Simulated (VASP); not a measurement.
# SnO in VASP: single point with PBE+D3(BJ)

Aim: the single point of SnO with PBE+D3(BJ).

Program: VASP 6.6.1. These are calculated values, not measurements. Logs are shortened: lines on timing, memory, paths and dates and some standing lists are left out, and cuts for length are marked.

### Step 1. The cell of the first run

The cell holds a slab with vacuum, 8 atoms: a = 3.821 Å, b = 3.821 Å, c = 22.228 Å, α = 90.00°, β = 90.00°, γ = 90.00°.

### Step 2. Single point, PBE+D3(BJ)

INCAR reads:

```
ALGO = Normal
DIPOL = 0.5 0.5 0.401
EDIFF = 1E-7
ENCUT = 520
GGA = PE
IDIPOL = 3
ISIF = 2
ISMEAR = 0
IVDW = 12
LASPH = T
LCHARG = F
LDIPOL = T
LREAL = F
LWAVE = F
NBANDS = 50
NELM = 100
PREC = Accurate
SIGMA = 0.05
```

KPOINTS reads:

```
k-points
0
Gamma
  7 7 1
```

POSCAR reads:

```
SnO
1.0
    3.8206509079      0.0000053603      0.0000000000
   -0.0000052472      3.8206509079      0.0000000000
    0.0000000000      0.0000000000     22.2280089981
Sn O
4 4
Direct
    0.9998502662      0.9998502662      0.2024472817
    0.4998491692      0.4998491692      0.3087997895
    0.6248491692      0.9998491692      0.4932517573
    1.1248502662      1.4998502662      0.5996042650
    0.9998512723      0.4998508145      0.2556235141
    0.4998508145      0.9998512723      0.2556235141
    0.6248481630      1.4998486208      0.5464279896
    1.1248486208      0.9998481630      0.5464279896
```

Potentials or basis: VASP PAW PBE potentials, release 64 (Sn_d, O).

Started as:

```console
> cat potpaw_PBE.64/Sn_d/POTCAR potpaw_PBE.64/O/POTCAR > POTCAR
> mpirun -np 1 vasp_std > vasp.out
```

OUTCAR:

```text
EDIFF = 1E-7
   ENCUT = 520
   GGA = PE
   ISIF = 2
   ISMEAR = 0
   IVDW = 12
   LASPH = T
   LREAL = F
   NELM = 100
   PREC = Accurate
 IVDW          = 12

 ion  position               nearest neighbor table
   1  1.000  1.000  0.202-   5 2.25   6 2.25   5 2.25   6 2.25   2 3.59   2 3.59   2 3.59   2 3.59

   2  0.500  0.500  0.309-   6 2.25   5 2.25   6 2.25   5 2.25   1 3.59   1 3.59   1 3.59   1 3.59

   3  0.625  1.000  0.493-   7 2.25   8 2.25   7 2.25   8 2.25   4 3.59   4 3.59   4 3.59   4 3.59

   4  0.125  0.500  0.600-   8 2.25   7 2.25   8 2.25   7 2.25   3 3.59   3 3.59   3 3.59   3 3.59

   5  1.000  0.500  0.256-   2 2.25   1 2.25   1 2.25   2 2.25
   6  0.500  1.000  0.256-   2 2.25   1 2.25   1 2.25   2 2.25
   7  0.625  0.500  0.546-   4 2.25   3 2.25   3 2.25   4 2.25
   8  0.125  1.000  0.546-   4 2.25   3 2.25   3 2.25   4 2.25

  LATTYP: Found a simple tetragonal cell.
 ALAT       =     3.8206509079
 C/A-ratio  =     5.8178591905

  Lattice vectors:

 A1 = (   3.8206509079,   0.0000053603,   0.0000000000)
 A2 = (  -0.0000052472,   3.8206509079,   0.0000000000)
 A3 = (   0.0000000000,   0.0000000000,  22.2280089981)

Analysis of symmetry for initial positions (statically):
=====================================================================
 Subroutine PRICEL returns:
 Original cell was already a primitive cell.

 Routine SETGRP: Setting up the symmetry group for a
 simple tetragonal supercell.

 Subroutine GETGRP returns: Found  4 space group operations
 (whereof  1 operations were pure point group operations)
 out of a pool of 16 trial point group operations.

The static configuration has the point symmetry C_1 .
 The point group associated with its full space group is C_2h.

Analysis of symmetry for dynamics (positions and initial velocities):
=====================================================================
 Subroutine PRICEL returns:
 Original cell was already a primitive cell.

 Routine SETGRP: Setting up the symmetry group for a
 simple tetragonal supercell.

 Subroutine GETGRP returns: Found  4 space group operations
 (whereof  1 operations were pure point group operations)
 out of a pool of 16 trial point group operations.

The dynamic configuration has the point symmetry C_1 .
 The point group associated with its full space group is C_2h.

 Subroutine INISYM returns: Found  4 space group operations
 (whereof  1 operations are pure point group operations),
 and found     1 'primitive' translations

----------------------------------------------------------------------------------------
[... 111 lines left out ...]
   ISMEAR =     0;   SIGMA  =   0.05  broadening in eV -4-tet -1-fermi 0-gaus
   EFERMI_NEDOS =   21; number of points for ismear=-14 and -15
   IALGO  =     38    algorithm
   IMIX   =      4    mixing-type and parameters
     AMIX     =   0.40;   BMIX     =  1.00
     AMIX_MAG =   1.60;   BMIX_MAG =  1.00
  volume/ion in A,a.u.               =      40.56       273.70
  Fermi-wavevector in a.u.,A,eV,Ry     =   1.026549  1.939897 14.337861  1.053803
  Thomas-Fermi vector in A             =   2.160448
   LORBIT       =      0    0 simple, 1 ext, 2 COOP (PROOUT), +10 PAW based schemes
   GGA     = PE    functional components
   LHFCALC =     F    Hartree Fock is set to
   AEXX    =    0.0000 exact exchange contribution
   IVDW    =    12    specifies the selected vdW correction
   LEPSILON=     F    determine dielectric tensor
   LRPA    =     F    only Hartree local field effects (RPA)
 non-spin polarized calculation
 Gauss-broadening in eV      SIGMA  =   0.05
  energy-cutoff  :      520.00
  volume of cell :      324.47
 maximum number of plane-waves:      8769
   NGX = 15   NGY = 15   NGZ = 83

 dipolmoment           0.000000      0.000000     -0.000001 electrons x Angstroem

 number of electron      79.9999971 magnetization

 dipolmoment           0.000000      0.000000      0.000009 electrons x Angstroem

 Free energy of the ion-electron system (eV)
  ---------------------------------------------------
  ext. energy  EPLUGINS =         0.00000000
  ---------------------------------------------------
  free energy    TOTEN  =       -45.17682465 eV

  energy without entropy =      -45.17682465  energy(sigma->0) =      -45.17682465

 E-fermi :   0.0696     XC(G=0):  -5.3074

 val. band max:       -0.1875977528   @ k =   0.1429   0.0000   0.0000
 cond. band min:       2.2630859770   @ k =   0.4286   0.0000   0.0000
 fundamental gap:      2.4506837298
 Fermi energy:         0.0695923222

 k-point     1 :       0.0000    0.0000    0.0000
  band No.  band energies     occupation
      1     -21.0557      2.00000
      2     -21.0557      2.00000
      3     -20.6965      2.00000
      4     -20.6964      2.00000
      5     -20.6587      2.00000
      6     -20.6585      2.00000
[... 837 lines left out ...]
     49       6.1972      0.00000
     50       6.4289      0.00000

------------------------ aborting loop because EDIFF is reached ----------------------------------------

 vacuum level on the upper side and lower side of the slab       (xc-potential included)        -0.122        -0.117

 Edisp (eV)   -1.24631

 E8    (eV) :    -0.5512

  FORCE on cell =-STRESS in cart. coord.  units (eV):
  Direction    XX          YY          ZZ          XY          YZ          ZX
  --------------------------------------------------------------------------------------
  -------------------------------------------------------------------------------------
  Total       0.12059     0.20140    -0.21276    -0.00000     0.00000     0.11423
  in kB       0.59545     0.99448    -1.05055    -0.00000     0.00000     0.56407
  external pressure =        0.18 kB  Pullay stress =        0.00 kB

 VOLUME and BASIS-vectors are now :
 -----------------------------------------------------------------------------
  energy-cutoff  :      520.00
  volume of cell :      324.47
      direct lattice vectors                 reciprocal lattice vectors
     3.820650908  0.000005360  0.000000000     0.261735506  0.000000359  0.000000000
    -0.000005247  3.820650908  0.000000000    -0.000000367  0.261735506  0.000000000
     0.000000000  0.000000000 22.228008998     0.000000000  0.000000000  0.044988285

 POSITION                                       TOTAL-FORCE (eV/Angst)
 -----------------------------------------------------------------------------------
      3.82007      3.82008      4.50000        -0.002210     -0.000000     -0.068078
      1.90975      1.90975      6.86400        -0.008753     -0.000000      0.131103
      2.38733      3.82008     10.96400         0.008753      0.000000     -0.131103
      0.47701      1.90975     13.32801         0.002210      0.000000      0.068078
      3.82008      1.90976      5.68200        -0.013564     -0.000000      0.009930
      1.90975      3.82009      5.68200         0.004591      0.000000      0.008961
      2.38732      1.90975     12.14601        -0.004591     -0.000000     -0.008961
      0.47700      3.82007     12.14601         0.013564      0.000000     -0.009930
 -----------------------------------------------------------------------------------
    total drift:                                0.013508      0.013475      0.003491

  FREE ENERGIE OF THE ION-ELECTRON SYSTEM (eV)
  ---------------------------------------------------
  free  energy   TOTEN  =       -46.4231382174 eV

  energy  without entropy=      -46.4231382174  energy(sigma->0) =      -46.42313822

 vacuum level on the upper side and lower side of the slab         4.807         4.813
```

OSZICAR:

```text
N       E                     dE             d eps       ncg     rms          rms(c)
DAV:   1     0.949213345469E+03    0.94921E+03   -0.38054E+04  1688   0.180E+03
DAV:   2     0.141361526329E+03   -0.80785E+03   -0.78201E+03  1760   0.494E+02
DAV:   3    -0.379817897628E+02   -0.17934E+03   -0.17326E+03  1970   0.220E+02
[... 16 lines left out ...]
DAV:  20    -0.451768182346E+02   -0.15195E-04   -0.63091E-07  1694   0.681E-03    0.287E-03
DAV:  21    -0.451768221668E+02   -0.39321E-05   -0.53778E-07  1930   0.763E-03    0.119E-03
DAV:  22    -0.451768241004E+02   -0.19336E-05   -0.16917E-07  1238   0.322E-03    0.384E-04
DAV:  23    -0.451768244985E+02   -0.39813E-06   -0.68739E-08  1194   0.259E-03    0.203E-04
DAV:  24    -0.451768246492E+02   -0.15072E-06   -0.25940E-08  1128   0.181E-03    0.342E-04
DAV:  25    -0.451768246475E+02    0.17135E-08   -0.11748E-08  1162   0.141E-03
   1 F= -.46423138E+02 E0= -.46423138E+02  d E =-.750459E-14
```

stdout:

```text
POSCAR found type information on POSCAR SnO
 POSCAR found :  2 types and       8 ions
 scaLAPACK will be used
 LDA part: xc-table for (Slater+PW92), standard interpolation
 POSCAR, INCAR and KPOINTS ok, starting setup
 FFT: planning ... GRIDC
 FFT: planning ... GRID_SOFT
 FFT: planning ... GRID
 WAVECAR not read
 entering main loop
```

It took 16 min on 1 thread of Oxide Virtual Turin-like, shared host; peak memory 0.41 GiB.

Results:

| Property | Result |
| --- | --- |
| Free energy | -46.4231 eV |
| Largest force | 0.131 eV/Å |
| Band gap on the k mesh | 2.45 eV, indirect (least direct gap 2.55 eV) |
| Dispersion energy per atom | -0.156 eV |

Forces on the atoms (eV/Å):
```
Sn  -0.002  0.000 -0.068
Sn  -0.009  0.000  0.131
Sn   0.009  0.000 -0.131
Sn   0.002  0.000  0.068
O   -0.014  0.000  0.010
O    0.005  0.000  0.009
O   -0.005  0.000 -0.009
O    0.014  0.000 -0.010
```

Levels at points of the mesh, in eV from the valence-band top:
```tsv
k point	band 36	band 37	band 38	band 39	band 40	band 41	band 42	band 43	band 44	band 45
(0.00, 0.00, 0.00)	-1.96	-1.96	-1.96	-0.63	-0.03	2.52	2.85	2.85	3.83	4.87
```

Caveat: spin-orbit coupling is left out, which moves the levels of the heavy elements.
